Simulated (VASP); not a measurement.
# Ti (Fm-3m) in VASP: a series of runs

Ti is run at these levels: PBEsol; tasks: single point.

All numbers are computed with VASP 6.6.1; they aren't measurements. Logs are shortened: lines on timing, memory, paths and dates and some standing lists are left out, and cuts for length are marked.

**1. The cell of the first run**

The structure is cubic, space group Fm-3m (No. 225). Conventional cell: a = 4.135 Å, b = 4.135 Å, c = 4.135 Å, α = 90.00°, β = 90.00°, γ = 90.00°. Within 3.9 Å of Ti (site symmetry m-3m) lie 12 Ti at 2.92 Å.

**2. Single point, PBEsol (volume scaled by 1.06)**

The input, INCAR:

```
PREC = Accurate
ENCUT = 520
EDIFF = 1E-6
ISMEAR = 0
SIGMA = 0.1
LREAL = False
LASPH = True
NELM = 60
ALGO = Fast
ISIF = 2
LWAVE = False
LCHARG = False
GGA = PS
NBANDS = 12
```

The input, KPOINTS:

```
regular mesh
0
Gamma
  18 18 18
```

The input, POSCAR:

```
Ti
1.0
    0.0000000000      2.0676944089      2.0676944089
    2.0676944089      0.0000000000      2.0676944089
    2.0676944089      2.0676944089      0.0000000000
Ti
1
Direct
    0.0000000000      0.0000000000      0.0000000000
```

Potentials or basis: VASP PAW PBE potentials, release 64 (Ti_sv).

On the command line:

```console
$ cat potpaw_PBE.64/Ti_sv/POTCAR > POTCAR
$ mpirun -np 1 vasp_std > vasp.out
```

OUTCAR:

```text
PREC = Accurate
   ENCUT = 520
   EDIFF = 1E-6
   ISMEAR = 0
   LREAL = False
   LASPH = True
   NELM = 60
   ISIF = 2
   GGA = PS

 ion  position               nearest neighbor table
   1  0.000  0.000  0.000-

  LATTYP: Found a face centered cubic cell.
 ALAT       =     4.1353888178

  Lattice vectors:

 A1 = (   0.0000000000,   2.0676944089,   2.0676944089)
 A2 = (   2.0676944089,   0.0000000000,   2.0676944089)
 A3 = (   2.0676944089,   2.0676944089,   0.0000000000)

Analysis of symmetry for initial positions (statically):
=====================================================================
 Subroutine PRICEL returns:
 Original cell was already a primitive cell.

 Routine SETGRP: Setting up the symmetry group for a
 face centered cubic supercell.

 Subroutine GETGRP returns: Found 48 space group operations
 (whereof 48 operations were pure point group operations)
 out of a pool of 48 trial point group operations.

The static configuration has the point symmetry O_h .

Analysis of symmetry for dynamics (positions and initial velocities):
=====================================================================
 Subroutine PRICEL returns:
 Original cell was already a primitive cell.

 Routine SETGRP: Setting up the symmetry group for a
 face centered cubic supercell.

 Subroutine GETGRP returns: Found 48 space group operations
 (whereof 48 operations were pure point group operations)
 out of a pool of 48 trial point group operations.

The dynamic configuration has the point symmetry O_h .

 Subroutine INISYM returns: Found 48 space group operations
 (whereof 48 operations are pure point group operations),
 and found     1 'primitive' translations

----------------------------------------------------------------------------------------

                                     Primitive cell

  volume of cell :      17.6803

  direct lattice vectors                    reciprocal lattice vectors
     0.000000000  2.067694409  2.067694409    -0.241815230  0.241815230  0.241815230
     2.067694409  0.000000000  2.067694409     0.241815230 -0.241815230  0.241815230
     2.067694409  2.067694409  0.000000000     0.241815230  0.241815230 -0.241815230

  length of vectors
     2.924161476  2.924161476  2.924161476     0.418836265  0.418836265  0.418836265

  position of ions in fractional coordinates (direct lattice)
     0.000000000  0.000000000  0.000000000

  ion indices of the primitive-cell ions
   primitive index   ion index
                 1           1

----------------------------------------------------------------------------------------

 KPOINTS: regular mesh

Automatic generation of k-mesh.
 Grid dimensions read from file:
 generate k-points for:   18   18   18

 Generating k-lattice:

  Cartesian coordinates                     Fractional coordinates (reciprocal lattice)
    -0.013434179  0.013434179  0.013434179     0.055555556  0.000000000  0.000000000
     0.013434179 -0.013434179  0.013434179     0.000000000  0.055555556  0.000000000
     0.013434179  0.013434179 -0.013434179     0.000000000  0.000000000  0.055555556

  Length of vectors
     0.023268681  0.023268681  0.023268681

  Shift w.r.t. Gamma in fractional coordinates (k-lattice)
     0.000000000  0.000000000  0.000000000

 Subroutine IBZKPT returns following result:
 ===========================================

 Found    195 irreducible k-points:

 Following reciprocal coordinates:
            Coordinates               Weight
  0.000000  0.000000  0.000000      1.000000
  0.055556  0.000000  0.000000      8.000000
  0.111111  0.000000  0.000000      8.000000
  0.166667  0.000000  0.000000      8.000000
  0.222222  0.000000  0.000000      8.000000
  0.277778  0.000000  0.000000      8.000000
[... 16 lines left out ...]
 -0.277778  0.055556  0.000000     24.000000
 -0.222222  0.055556  0.000000     24.000000
 [... further k-points ...]
   k-points           NKPTS =    195   k-points in BZ     NKDIM =    195   number of bands    NBANDS=     12
   number of dos      NEDOS =    301   number of ions     NIONS =      1
   total plane-waves  NPLWV =  13824
   dimension x,y,z NGX =    24 NGY =   24 NGZ =   24
   dimension x,y,z NGXF=    48 NGYF=   48 NGZF=   48
   ions per type =               1
   NGX,Y,Z   is equivalent  to a cutoff of  13.64, 13.64, 13.64 a.u.
   NGXF,Y,Z  is equivalent  to a cutoff of  27.29, 27.29, 27.29 a.u.
 SYSTEM =  unknown system
   PREC   = accura    normal or accurate (medium, high low for compatibility)
   ISTART =      0    job   : 0-new  1-cont  2-samecut
   ICHARG =      2    charge: 1-file 2-atom 10-const
   ISPIN  =      1    spin polarized calculation?
   LNONCOLLINEAR =      F non collinear calculations
   LSORBIT =      F    spin-orbit coupling
   LASPH  =      T    aspherical Exc in radial PAW
   ENCUT  =  520.0 eV  38.22 Ry    6.18 a.u.   5.44  5.44  5.44*2*pi/ulx,y,z
   NELM   =     60;   NELMIN=  2; NELMDL= -5     # of ELM steps
   EDIFF  = 0.1E-05   stopping-criterion for ELM
   LREAL  =      F    real-space projection
   EDIFFG = 0.1E-04   stopping-criterion for IOM
   NSW    =      0    number of steps for IOM
   IBRION =     -1    ionic relax: 0-MD 1-quasi-New 2-CG
   NFREE  =      0    steps in history (QN), initial steepest desc. (CG)
   ISIF   =      2    stress and relaxation
   ISYM   =      2    0-nonsym 1-usesym 2-fastsym
   POTIM  = 0.5000    time-step for ionic-motion
   TEBEG  =    0.0;   TEEND  =   0.0 temperature during run
   PSTRESS=    0.0 pullay stress
   NELECT =      12.0000    total number of electrons
   NUPDOWN=      -1.0000    fix difference up-down
   EMIN   =  10.00;   EMAX   =-10.00  energy-range for DOS
   EFERMI =   0.00;   METHOD = LEGACY
   ISMEAR =     0;   SIGMA  =   0.10  broadening in eV -4-tet -1-fermi 0-gaus
   EFERMI_NEDOS =   21; number of points for ismear=-14 and -15
   IALGO  =     68    algorithm
   IMIX   =      4    mixing-type and parameters
     AMIX     =   0.40;   BMIX     =  1.00
     AMIX_MAG =   1.60;   BMIX_MAG =  1.00
  volume/ion in A,a.u.               =      17.68       119.31
  Fermi-wavevector in a.u.,A,eV,Ry     =   1.438707  2.718761 28.162381  2.069877
  Thomas-Fermi vector in A             =   2.557643
   LORBIT       =      0    0 simple, 1 ext, 2 COOP (PROOUT), +10 PAW based schemes
   GGA     = PS    functional components
   LHFCALC =     F    Hartree Fock is set to
   AEXX    =    0.0000 exact exchange contribution
   IVDW    =     0    specifies the selected vdW correction
   LEPSILON=     F    determine dielectric tensor
   LRPA    =     F    only Hartree local field effects (RPA)
 non-spin polarized calculation
 RMM-DIIS sequential band-by-band and
 Gauss-broadening in eV      SIGMA  =   0.10
  energy-cutoff  :      520.00
  volume of cell :       17.68
 maximum number of plane-waves:       531
 NGX is ok and might be reduce to    24
   NGX = 11   NGY = 11   NGZ = 11

 number of electron      11.9999999 magnetization

 Free energy of the ion-electron system (eV)
  ---------------------------------------------------
  ext. energy  EPLUGINS =         0.00000000
  ---------------------------------------------------
  free energy    TOTEN  =        -8.26668631 eV

  energy without entropy =       -8.25766528  energy(sigma->0) =       -8.26217579

 E-fermi :   7.9070     XC(G=0): -11.5516

 val. band max:        7.9067069240   @ k =   0.2778   0.0556   0.0000
 cond. band min:       7.9083378756   @ k =  -0.4444   0.1111   0.0000
 fundamental gap:      0.0016309516
 Fermi energy:         7.9070160257

 k-point     1 :       0.0000    0.0000    0.0000
  band No.  band energies     occupation
      1     -48.6048      2.00000
      2     -24.5784      2.00000
      3     -24.5784      2.00000
      4     -24.5784      2.00000
      5       1.8529      2.00000
      6       8.7710      0.00000
      7       8.7710      0.00000
      8       8.7710      0.00000
      9      10.3537      0.00000
     10      10.3537      0.00000
     11      23.0778      0.00000
     12      27.4204      0.00000

 k-point     2 :       0.0556    0.0000    0.0000
  band No.  band energies     occupation
      1     -48.6013      2.00000
      2     -24.5983      2.00000
      3     -24.5808      2.00000
      4     -24.5808      2.00000
      5       1.9515      2.00000
      6       8.7104      0.00000
      7       8.8068      0.00000
      8       8.8068      0.00000
      9      10.3306      0.00000
     10      10.3306      0.00000
     11      23.1557      0.00000
     12      26.6103      0.00000

 k-point     3 :       0.1111    0.0000    0.0000
  band No.  band energies     occupation
      1     -48.5914      2.00000
      2     -24.6555      2.00000
      3     -24.5880      2.00000
      4     -24.5880      2.00000
      5       2.2408      2.00000
      6       8.5445      0.00000
      7       8.8998      0.00000
      8       8.8998      0.00000
      9      10.2789      0.00000
     10      10.2789      0.00000
     11      23.2767      0.00000
     12      25.1555      0.00000
[... 286 lines left out ...]
 k-point    23 :      -0.2778    0.0556    0.0000
  band No.  band energies     occupation
      1     -48.5286      2.00000
      2     -24.9935      2.00000
      3     -24.6530      2.00000
      4     -24.6254      2.00000
      5       4.2435      2.00000
      6       7.8484      1.59265
      7       8.8918      0.00000
      8       8.9979      0.00000
      9      10.4361      0.00000
     10      10.9118      0.00000
     11      19.4299      0.00000
     12      23.3668      0.00000

 k-point    24 :      -0.2222    0.0556    0.0000
  band No.  band energies     occupation
      1     -48.5483      2.00000
      2     -24.8869      2.00000
      3     -24.6381      2.00000
      4     -24.6107      2.00000
      5       3.5852      2.00000
      6       7.9748      0.33750
      7       8.9939      0.00000
      8       9.0920      0.00000
      9      10.1691      0.00000
     10      10.6382      0.00000
     11      20.9472      0.00000
     12      23.7277      0.00000

 [... further k-points ...]
[... 5 lines left out ...]
  --------------------------------------------------------------------------------------
  -------------------------------------------------------------------------------------
  Total       -0.6871477     -0.6871477     -0.6871477     -0.0000000      0.0000000     -0.0000000
  in kB      -62.2689577    -62.2689577    -62.2689577     -0.0000000      0.0000000     -0.0000000
  external PRESSURE =     -62.2689577 kB  Pullay stress =       0.0000000 kB

 VOLUME and BASIS-vectors are now :
 -----------------------------------------------------------------------------
  energy-cutoff  :      520.00
  volume of cell :       17.68
      direct lattice vectors                 reciprocal lattice vectors
     0.000000000  2.067694409  2.067694409    -0.241815230  0.241815230  0.241815230
     2.067694409  0.000000000  2.067694409     0.241815230 -0.241815230  0.241815230
     2.067694409  2.067694409  0.000000000     0.241815230  0.241815230 -0.241815230

 POSITION                                       TOTAL-FORCE (eV/Angst)
 -----------------------------------------------------------------------------------
      0.00000      0.00000      0.00000         0.000000      0.000000      0.000000
 -----------------------------------------------------------------------------------
    total drift:                                0.000000     -0.000000     -0.000000

  FREE ENERGIE OF THE ION-ELECTRON SYSTEM (eV)
  ---------------------------------------------------
  free  energy   TOTEN  =        -8.2666863134 eV

  energy  without entropy=       -8.2576652752  energy(sigma->0) =       -8.26217579
```

It took 81 s on 1 thread of Intel Xeon 8259CL, shared host; peak memory 0.17 GiB.

Results:

| Quantity | Value |
| --- | --- |
| Free energy | -8.2667 eV |
| Pressure | -6.2 GPa |
| Band gap on the k mesh | zero (band 6 reaches 8.77 eV, above the bottom of band 7 at 7.48 eV) |

Caveat: the PAW data sets were made with another functional, which shifts forces and pressure a little.

(Part 1 of 3 ends here.)
